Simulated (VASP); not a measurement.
# HfMg3 (I4/mmm) in VASP: further runs, part 2 of 2

VASP 6.6.1.

## Step 3: Single point, PBE

This run uses another cell than the first one, of 23.12 Å³/atom, 1.020 times its volume.

INCAR reads:

```
SYSTEM = HfMg3
ALGO = Normal
EDIFF = 1E-7
ENCUT = 520
GGA = PE
ISIF = 2
ISMEAR = 1
LASPH = .TRUE.
LCHARG = .TRUE.
LELF = .TRUE.
LREAL = .FALSE.
LVHAR = .TRUE.
LWAVE = .FALSE.
NBANDS = 16
NELM = 100
PREC = Accurate
SIGMA = 0.1
```

KPOINTS reads:

```
k-points
0
G
  7 7 7
  0 0 0
```

POSCAR reads:

```
HfMg3
1.0
   -2.2556504782      2.2556504782      4.5436349256
    2.2556504782     -2.2556504782      4.5436349256
    2.2556504782      2.2556504782     -4.5436349256
Mg Hf
3 1
Direct
    0.5000000000      0.5000000000      0.0000000000
    0.2500000000      0.7500000000      0.5000000000
    0.7500000000      0.2500000000      0.5000000000
    0.0000000000      0.0000000000      0.0000000000
```

Potentials or basis: VASP PAW PBE potentials, release 64 (Mg, Hf_pv).

The run is started by

```bash
$ cat potpaw_PBE.64/Mg/POTCAR potpaw_PBE.64/Hf_pv/POTCAR > POTCAR
$ mpirun -np 1 vasp_std > vasp.out
```

OUTCAR:

```text
SYSTEM = HfMg3
   EDIFF = 1E-7
   ENCUT = 520
   GGA = PE
   ISIF = 2
   ISMEAR = 1
   LASPH = .TRUE.
   LREAL = .FALSE.
   NELM = 100
   PREC = Accurate

 ion  position               nearest neighbor table
   1  0.500  0.500  0.000-   4 3.19   4 3.19   4 3.19   4 3.19   3 3.20   2 3.20   3 3.20   3 3.20
                             2 3.20   2 3.20   3 3.20   2 3.20
   2  0.250  0.750  0.500-   3 3.19   3 3.19   3 3.19   3 3.19   4 3.20   1 3.20   4 3.20   1 3.20
                             4 3.20   4 3.20   1 3.20   1 3.20
[... 663 lines left out ...]
  --------------------------------------------------------------------------------------
  -------------------------------------------------------------------------------------
  Total       -0.9110445     -0.9110445     -1.7762468      0.0000000     -0.0000000      0.0000000
  in kB      -15.7849467    -15.7849467    -30.7756233      0.0000000     -0.0000000      0.0000000
  external PRESSURE =     -20.7818389 kB  Pullay stress =       0.0000000 kB

 VOLUME and BASIS-vectors are now :
 -----------------------------------------------------------------------------
  energy-cutoff  :      520.00
  volume of cell :       92.47
      direct lattice vectors                 reciprocal lattice vectors
    -2.255650478  2.255650478  4.543634926     0.000000000  0.221665548  0.110044052
     2.255650478 -2.255650478  4.543634926     0.221665548  0.000000000  0.110044052
     2.255650478  2.255650478 -4.543634926     0.221665548  0.221665548  0.000000000

 POSITION                                       TOTAL-FORCE (eV/Angst)
 -----------------------------------------------------------------------------------
      0.00000      0.00000      4.54363        -0.000000     -0.000000     -0.000000
      2.25565     -0.00000      2.27182         0.000000     -0.000000      0.000000
     -0.00000      2.25565      2.27182        -0.000000      0.000000      0.000000
      0.00000      0.00000      0.00000        -0.000000     -0.000000     -0.000000
 -----------------------------------------------------------------------------------
    total drift:                               -0.000000     -0.000000     -0.000000

  FREE ENERGIE OF THE ION-ELECTRON SYSTEM (eV)
  ---------------------------------------------------
  free  energy   TOTEN  =       -13.4201704251 eV

  energy  without entropy=      -13.4174832403  energy(sigma->0) =      -13.41927470
```

OSZICAR:

```text
N       E                     dE             d eps       ncg     rms          rms(c)
DAV:   1     0.213716753919E+02    0.21372E+02   -0.69596E+03  1392   0.802E+02
DAV:   2    -0.128750056894E+02   -0.34247E+02   -0.32186E+02  1688   0.147E+02
DAV:   3    -0.140995498709E+02   -0.12245E+01   -0.12058E+01  1776   0.183E+01
DAV:   4    -0.141146623338E+02   -0.15112E-01   -0.15102E-01  1472   0.246E+00
DAV:   5    -0.141148825659E+02   -0.22023E-03   -0.22022E-03  1792   0.277E-01    0.299E+01
DAV:   6    -0.134760190950E+02    0.63886E+00   -0.13663E+00  1504   0.536E+00    0.195E+01
DAV:   7    -0.134247676425E+02    0.51251E-01   -0.22115E-01  1760   0.246E+00    0.312E+00
DAV:   8    -0.134205435454E+02    0.42241E-02   -0.11212E-02  1536   0.517E-01    0.442E-01
DAV:   9    -0.134201813302E+02    0.36222E-03   -0.13319E-03  1544   0.190E-01    0.217E-01
DAV:  10    -0.134201755603E+02    0.57698E-05   -0.10086E-04  1736   0.549E-02    0.904E-02
DAV:  11    -0.134201709034E+02    0.46569E-05   -0.11371E-05  1560   0.231E-02    0.267E-02
DAV:  12    -0.134201704017E+02    0.50169E-06   -0.79787E-07  1624   0.502E-03    0.870E-03
DAV:  13    -0.134201704251E+02   -0.23346E-07   -0.88704E-08  1072   0.128E-03
   1 F= -.13420170E+02 E0= -.13419275E+02  d E =-.268718E-02
```

It took 2.3 min on 1 thread of Intel Xeon Platinum 8259CL at 2.50GHz (Skylake/Cascade Lake), shared host; peak memory 0.27 GiB.

Results:

- Free energy: -13.4202 eV
- Pressure: -2.1 GPa
- Band gap on the k mesh: zero (band 8 reaches 3.43 eV, above the bottom of band 9 at 1.96 eV)

Stress tensor (GPa, compression positive):
```
-1.58  0.00  0.00
 0.00 -1.58  0.00
 0.00  0.00 -3.08
```

Caveat: spin-orbit coupling is left out, which moves the levels of the heavy elements.

## Step 4: Single point, PBE

This run uses another cell than the first one, of 23.56 Å³/atom, 1.039 times its volume.

INCAR: that of step 3 with these lines changed.

```diff
@@ -14,3 +14,3 @@
 NBANDS = 16
-NELM = 100
+NELM = 80
 PREC = Accurate
```

KPOINTS is that of step 3.

POSCAR reads:

```
HfMg3
1.0
   -2.2700180660      2.2700180660      4.5725760557
    2.2700180660     -2.2700180660      4.5725760557
    2.2700180660      2.2700180660     -4.5725760557
Mg Hf
3 1
Direct
    0.5000000000      0.5000000000      0.0000000000
    0.2500000000      0.7500000000      0.5000000000
    0.7500000000      0.2500000000      0.5000000000
    0.0000000000      0.0000000000      0.0000000000
```

The run is started by

```bash
$ cat potpaw_PBE.64/Mg/POTCAR potpaw_PBE.64/Hf_pv/POTCAR > POTCAR
$ mpirun -np 1 vasp_std > vasp.out
```

Wall time 1.9 min (1 thread of Intel Xeon Platinum 8259CL at 2.50GHz (Skylake/Cascade Lake), shared host); peak memory 0.27 GiB.

The run converged. Its results:

```yaml
Free_energy: -13.3925 eV
Pressure: -2.9 GPa
Band_gap_on_the_k_mesh: zero (band 8 reaches 3.32 eV, above the bottom of band 9 at 1.87 eV)
```

Stress tensor (GPa, compression positive):
```
-2.45  0.00  0.00
 0.00 -2.45  0.00
 0.00  0.00 -3.82
```

Levels at points of the mesh, in eV from the Fermi level:
| k point | band 4 | band 5 | band 6 | band 7 | band 8 | band 9 | band 10 | band 11 | band 12 | band 13 |
| --- | --- | --- | --- | --- | --- | --- | --- | --- | --- | --- |
| (0.00, 0.00, 0.00) | -6.63 | -0.82 | -0.65 | -0.29 | -0.29 | 0.41 | 1.16 | 2.50 | 2.50 | 2.79 |

Caveat: spin-orbit coupling is left out, which moves the levels of the heavy elements.

## Step 5: Summary

```csv
cell,gap on the mesh (eV),pressure (GPa)
"a = 5.516 Å, angles 132.1, 132.1, 70.1°, 4 atoms",none,-1.2
"a = 5.552 Å, angles 132.1, 132.1, 70.1°, 4 atoms",none,-2.1
"a = 5.587 Å, angles 132.1, 132.1, 70.1°, 4 atoms",none,-2.9
```

Alike in all rows: task single point; level PBE; potentials or basis VASP PAW PBE potentials, release 64 (Mg, Hf_pv); no spin polarisation; k mesh 7 × 7 × 7; cutoff (eV) 520; smearing methfessel-paxton 0.1 eV.

Caveats: spin-orbit coupling is left out, which moves the levels of the heavy elements.

Total energies depend on the potentials used, so only differences within one code and one set of settings carry meaning.
